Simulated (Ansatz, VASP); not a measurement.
**Sr in VASP and in Ansatz**

```xyz
3
Lattice="5.1976 0.0000 0.0000 -2.5988 4.5013 0.0000 0.0000 0.0000 3.0562" Properties=species:S:1:pos:R:3 pbc="T T T"
Sr    0.0000    0.0000    0.0000
Sr    0.0000    3.0008    1.5281
Sr    2.5988    1.5004    1.5281
```

Change from the starting cell: volume scaled by 0.43, crystal datasets.

Alike in both runs: task single point; functional PBE; k mesh 5 × 5 × 7; occupations fermi-dirac, width 0.1 eV; no spin polarisation.

|  | VASP | Ansatz |
| --- | --- | --- |
| version | VASP 6.6.1 | Ansatz 0.2.0 |
| potentials or method | VASP PAW PBE potentials, release 64 (Sr_sv), cutoff 520 eV | all-electron PAW with datasets made for the crystal, scalar-relativistic |

Ansatz gave:

* pressure (GPa): 32.1
* traceless stress, the component that is largest in VASP (GPa): -0.37

Problem. Estimate VASP's values.

Solution. Pressure (GPa): 32.5; traceless stress, the component that is largest in VASP (GPa): -0.34.

Both programs put the cell under a high pressure, so it lies far from rest at this level. Ansatz ran all-electron here, and VASP with PAW potentials.
